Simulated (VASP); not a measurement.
# Pd (Im-3m) in VASP: single point with PBEsol

Aim: the single point of Pd with PBEsol.

Everything below comes from runs of VASP 6.6.1. Logs are shortened: lines on timing, memory, paths and dates and some standing lists are left out, and cuts for length are marked.

### 1 The cell of the first run

Symmetry: Im-3m, No. 229, cubic system. Conventional cell: a = 3.084 Å, b = 3.084 Å, c = 3.084 Å, α = 90.00°, β = 90.00°, γ = 90.00°. Within 3.5 Å of Pd (site symmetry m-3m) lie 14 Pd at 2.67 to 3.08 Å.

### 2 Single point, PBEsol

INCAR

```
PREC = Accurate ; ENCUT = 500
EDIFF = 1E-6 ; ISMEAR = 0
SIGMA = 0.1 ; LREAL = False
LASPH = True ; NELM = 120
ALGO = Normal ; ISIF = 2
LWAVE = False ; LCHARG = False
GGA = PS ; NBANDS = 11
GGA_COMPAT = False
```

KPOINTS

```
regular mesh
0
Gamma
  6 6 6
```

POSCAR

```
Pd
1.0
   -1.5417549624      1.5417549624      1.5417549624
    1.5417549624     -1.5417549624      1.5417549624
    1.5417549624      1.5417549624     -1.5417549624
Pd
1
Direct
    0.0000000000      0.0000000000      0.0000000000
```

Potentials or basis: VASP PAW PBE potentials, release 64 (Pd).

The run is started by

```console
cat potpaw_PBE.64/Pd/POTCAR > POTCAR
mpirun -np 1 vasp_std > vasp.out
```

OUTCAR:

```text
PREC = Accurate
   ENCUT = 500
   EDIFF = 1E-6
   ISMEAR = 0
   LREAL = False
   LASPH = True
   NELM = 120
   ISIF = 2
   GGA = PS

 ion  position               nearest neighbor table
   1  0.000  0.000  0.000-

  LATTYP: Found a body centered cubic cell.
 ALAT       =     3.0835099248

  Lattice vectors:

 A1 = (  -1.5417549624,   1.5417549624,   1.5417549624)
 A2 = (   1.5417549624,  -1.5417549624,   1.5417549624)
 A3 = (   1.5417549624,   1.5417549624,  -1.5417549624)

Analysis of symmetry for initial positions (statically):
=====================================================================
 Subroutine PRICEL returns:
 Original cell was already a primitive cell.

 Routine SETGRP: Setting up the symmetry group for a
 body centered cubic supercell.

 Subroutine GETGRP returns: Found 48 space group operations
 (whereof 48 operations were pure point group operations)
 out of a pool of 48 trial point group operations.

The static configuration has the point symmetry O_h .

Analysis of symmetry for dynamics (positions and initial velocities):
=====================================================================
 Subroutine PRICEL returns:
 Original cell was already a primitive cell.

 Routine SETGRP: Setting up the symmetry group for a
 body centered cubic supercell.

 Subroutine GETGRP returns: Found 48 space group operations
 (whereof 48 operations were pure point group operations)
 out of a pool of 48 trial point group operations.

The dynamic configuration has the point symmetry O_h .

 Subroutine INISYM returns: Found 48 space group operations
 (whereof 48 operations are pure point group operations),
 and found     1 'primitive' translations

----------------------------------------------------------------------------------------

                                     Primitive cell

  volume of cell :      14.6591

  direct lattice vectors                    reciprocal lattice vectors
    -1.541754962  1.541754962  1.541754962     0.000000000  0.324305750  0.324305750
     1.541754962 -1.541754962  1.541754962     0.324305750  0.000000000  0.324305750
     1.541754962  1.541754962 -1.541754962     0.324305750  0.324305750  0.000000000

  length of vectors
     2.670397928  2.670397928  2.670397928     0.458637591  0.458637591  0.458637591

  position of ions in fractional coordinates (direct lattice)
     0.000000000  0.000000000  0.000000000

  ion indices of the primitive-cell ions
   primitive index   ion index
                 1           1

----------------------------------------------------------------------------------------

 KPOINTS: regular mesh

Automatic generation of k-mesh.
 Grid dimensions read from file:
 generate k-points for:    6    6    6

 Generating k-lattice:

  Cartesian coordinates                     Fractional coordinates (reciprocal lattice)
     0.000000000  0.054050958  0.054050958     0.166666667  0.000000000  0.000000000
     0.054050958  0.000000000  0.054050958     0.000000000  0.166666667  0.000000000
     0.054050958  0.054050958  0.000000000     0.000000000  0.000000000  0.166666667

  Length of vectors
     0.076439598  0.076439598  0.076439598

  Shift w.r.t. Gamma in fractional coordinates (k-lattice)
     0.000000000  0.000000000  0.000000000

 Subroutine IBZKPT returns following result:
 ===========================================

 Found     16 irreducible k-points:

 Following reciprocal coordinates:
            Coordinates               Weight
  0.000000  0.000000  0.000000      1.000000
  0.166667  0.000000  0.000000     12.000000
  0.333333  0.000000  0.000000     12.000000
  0.500000  0.000000  0.000000      6.000000
  0.166667  0.166667  0.000000     24.000000
  0.333333  0.166667  0.000000     48.000000
[... 8 lines left out ...]
  0.500000  0.500000  0.333333     12.000000
  0.500000  0.500000  0.500000      1.000000
   k-points           NKPTS =     16   k-points in BZ     NKDIM =     16   number of bands    NBANDS=     11
   number of dos      NEDOS =    301   number of ions     NIONS =      1
   total plane-waves  NPLWV =   8000
   dimension x,y,z NGX =    20 NGY =   20 NGZ =   20
   dimension x,y,z NGXF=    40 NGYF=   40 NGZF=   40
   ions per type =               1
   NGX,Y,Z   is equivalent  to a cutoff of  12.45, 12.45, 12.45 a.u.
   NGXF,Y,Z  is equivalent  to a cutoff of  24.90, 24.90, 24.90 a.u.
 SYSTEM =  unknown system
   PREC   = accura    normal or accurate (medium, high low for compatibility)
   ISTART =      0    job   : 0-new  1-cont  2-samecut
   ICHARG =      2    charge: 1-file 2-atom 10-const
   ISPIN  =      1    spin polarized calculation?
   LNONCOLLINEAR =      F non collinear calculations
   LSORBIT =      F    spin-orbit coupling
   LASPH  =      T    aspherical Exc in radial PAW
   ENCUT  =  500.0 eV  36.75 Ry    6.06 a.u.   4.87  4.87  4.87*2*pi/ulx,y,z
   NELM   =    120;   NELMIN=  2; NELMDL= -5     # of ELM steps
   EDIFF  = 0.1E-05   stopping-criterion for ELM
   LREAL  =      F    real-space projection
   EDIFFG = 0.1E-04   stopping-criterion for IOM
   NSW    =      0    number of steps for IOM
   IBRION =     -1    ionic relax: 0-MD 1-quasi-New 2-CG
   NFREE  =      0    steps in history (QN), initial steepest desc. (CG)
   ISIF   =      2    stress and relaxation
   ISYM   =      2    0-nonsym 1-usesym 2-fastsym
   POTIM  = 0.5000    time-step for ionic-motion
   TEBEG  =    0.0;   TEEND  =   0.0 temperature during run
   PSTRESS=    0.0 pullay stress
   NELECT =      10.0000    total number of electrons
   NUPDOWN=      -1.0000    fix difference up-down
   EMIN   =  10.00;   EMAX   =-10.00  energy-range for DOS
   EFERMI =   0.00;   METHOD = LEGACY
   ISMEAR =     0;   SIGMA  =   0.10  broadening in eV -4-tet -1-fermi 0-gaus
   EFERMI_NEDOS =   21; number of points for ismear=-14 and -15
   IALGO  =     38    algorithm
   IMIX   =      4    mixing-type and parameters
     AMIX     =   0.40;   BMIX     =  1.00
     AMIX_MAG =   1.60;   BMIX_MAG =  1.00
  volume/ion in A,a.u.               =      14.66        98.92
  Fermi-wavevector in a.u.,A,eV,Ry     =   1.441140  2.723360 28.257726  2.076884
  Thomas-Fermi vector in A             =   2.559806
   LORBIT       =      0    0 simple, 1 ext, 2 COOP (PROOUT), +10 PAW based schemes
   GGA     = PS    functional components
   LHFCALC =     F    Hartree Fock is set to
   AEXX    =    0.0000 exact exchange contribution
   IVDW    =     0    specifies the selected vdW correction
   LEPSILON=     F    determine dielectric tensor
   LRPA    =     F    only Hartree local field effects (RPA)
 non-spin polarized calculation
 Gauss-broadening in eV      SIGMA  =   0.10
  energy-cutoff  :      500.00
  volume of cell :       14.66
 maximum number of plane-waves:       384
   NGX =  9   NGY =  9   NGZ =  9

 number of electron      10.0000000 magnetization

 number of electron       9.9999999 magnetization

 Free energy of the ion-electron system (eV)
  ---------------------------------------------------
  ext. energy  EPLUGINS =         0.00000000
  ---------------------------------------------------
  free energy    TOTEN  =        -5.92588635 eV

  energy without entropy =       -5.92101490  energy(sigma->0) =       -5.92345062

 E-fermi :   9.4441     XC(G=0): -13.4177

 val. band max:        9.3191697063   @ k =   0.1667   0.1667   0.0000
 cond. band min:       9.5245034317   @ k =  -0.3333   0.5000   0.1667
 fundamental gap:      0.2053337254
 Fermi energy:         9.4440597601

 k-point     1 :       0.0000    0.0000    0.0000
  band No.  band energies     occupation
      1       2.4445      2.00000
      2       6.6947      2.00000
      3       6.6947      2.00000
      4       6.6947      2.00000
      5       8.7362      2.00000
      6       8.7362      2.00000
      7      29.0632      0.00000
      8      29.0632      0.00000
      9      29.0632      0.00000
     10      35.9114      0.00000
     11      37.7222      0.00000

 k-point     2 :       0.1667    0.0000    0.0000
  band No.  band energies     occupation
      1       3.4341      2.00000
      2       6.3610      2.00000
      3       6.7081      2.00000
      4       7.4386      2.00000
      5       8.4461      2.00000
      6       8.7688      2.00000
      7      27.8275      0.00000
      8      28.7345      0.00000
      9      30.3007      0.00000
     10      34.5589      0.00000
     11      34.7642      0.00000

 k-point     3 :       0.3333    0.0000    0.0000
  band No.  band energies     occupation
      1       4.5033      2.00000
      2       5.7513      2.00000
      3       8.0988      2.00000
      4       8.5558      2.00000
      5       8.8904      2.00000
      6       9.2091      1.99911
      7      22.0333      0.00000
      8      26.1389      0.00000
      9      30.0336      0.00000
     10      32.8767      0.00000
     11      34.6897      0.00000

 k-point     4 :       0.5000    0.0000    0.0000
  band No.  band energies     occupation
      1       4.3078      2.00000
      2       5.4704      2.00000
      3       8.6589      2.00000
      4       8.9823      2.00000
      5      10.3207      0.00000
      6      11.0229      0.00000
      7      17.6755      0.00000
      8      24.8230      0.00000
      9      27.5751      0.00000
     10      34.1878      0.00000
     11      35.2899      0.00000
[... 127 lines left out ...]
 k-point    14 :      -0.3333    0.3333    0.3333
  band No.  band energies     occupation
      1       5.3279      2.00000
      2       5.4066      2.00000
      3       8.2244      2.00000
      4       8.2244      2.00000
      5       9.0176      2.00000
      6      13.0928      0.00000
      7      23.0769      0.00000
      8      23.0769      0.00000
      9      26.3443      0.00000
     10      27.3187      0.00000
     11      35.3399      0.00000

 k-point    15 :       0.5000    0.5000    0.3333
  band No.  band energies     occupation
      1       4.8419      2.00000
      2       5.0275      2.00000
      3       8.4047      2.00000
      4       8.7997      2.00000
      5      10.0212      0.00000
      6      17.2344      0.00000
      7      18.1060      0.00000
      8      21.0686      0.00000
      9      27.0300      0.00000
     10      28.9950      0.00000
     11      31.4948      0.00000

 k-point    16 :       0.5000    0.5000    0.5000
  band No.  band energies     occupation
      1       4.3797      2.00000
      2       4.3797      2.00000
      3       9.9244      0.00000
      4       9.9244      0.00000
      5       9.9244      0.00000
      6      18.8977      0.00000
      7      18.8977      0.00000
      8      18.8977      0.00000
      9      27.4727      0.00000
     10      27.4727      0.00000
     11      27.5171      0.00000

------------------------ aborting loop because EDIFF is reached ----------------------------------------

  FORCE on cell =-STRESS in cart. coord.  units (eV):
  Direction    XX          YY          ZZ          XY          YZ          ZX
  --------------------------------------------------------------------------------------
  -------------------------------------------------------------------------------------
  Total       -0.0770875     -0.0770875     -0.0770875     -0.0000000     -0.0000000      0.0000000
  in kB       -8.4253632     -8.4253632     -8.4253632     -0.0000000     -0.0000000      0.0000000
  external PRESSURE =      -8.4253632 kB  Pullay stress =       0.0000000 kB

 VOLUME and BASIS-vectors are now :
 -----------------------------------------------------------------------------
  energy-cutoff  :      500.00
  volume of cell :       14.66
      direct lattice vectors                 reciprocal lattice vectors
    -1.541754962  1.541754962  1.541754962     0.000000000  0.324305750  0.324305750
     1.541754962 -1.541754962  1.541754962     0.324305750  0.000000000  0.324305750
     1.541754962  1.541754962 -1.541754962     0.324305750  0.324305750  0.000000000

 POSITION                                       TOTAL-FORCE (eV/Angst)
 -----------------------------------------------------------------------------------
      0.00000      0.00000      0.00000         0.000000      0.000000      0.000000
 -----------------------------------------------------------------------------------
    total drift:                                0.000000     -0.000000      0.000000

  FREE ENERGIE OF THE ION-ELECTRON SYSTEM (eV)
  ---------------------------------------------------
  free  energy   TOTEN  =        -5.9258863495 eV

  energy  without entropy=       -5.9210148950  energy(sigma->0) =       -5.92345062
```

Wall time 1.8 s (1 thread of Intel Xeon 6975P-C (Granite Rapids), shared host); peak memory 0.12 GiB.

What came out:

```yaml
Free_energy: -5.9259 eV
Pressure: -0.8 GPa
Band_gap_on_the_k_mesh: zero (band 5 reaches 10.32 eV, above the bottom of band 6 at 8.74 eV)
```

Levels at points of the mesh, in eV from the Fermi level:
```csv
k point,band 3,band 4,band 5,band 6,band 7,band 8
"(0.00, 0.00, 0.00)",-2.75,-2.75,-0.71,-0.71,19.62,19.62
"(0.50, 0.00, 0.00)",-0.79,-0.46,0.88,1.58,8.23,15.38
"(0.50, 0.50, 0.50)",0.48,0.48,0.48,9.45,9.45,9.45
```

Caveat: the k points lie up to 0.48 Å⁻¹ apart; the PAW data sets were made with another functional, which shifts forces and pressure a little.
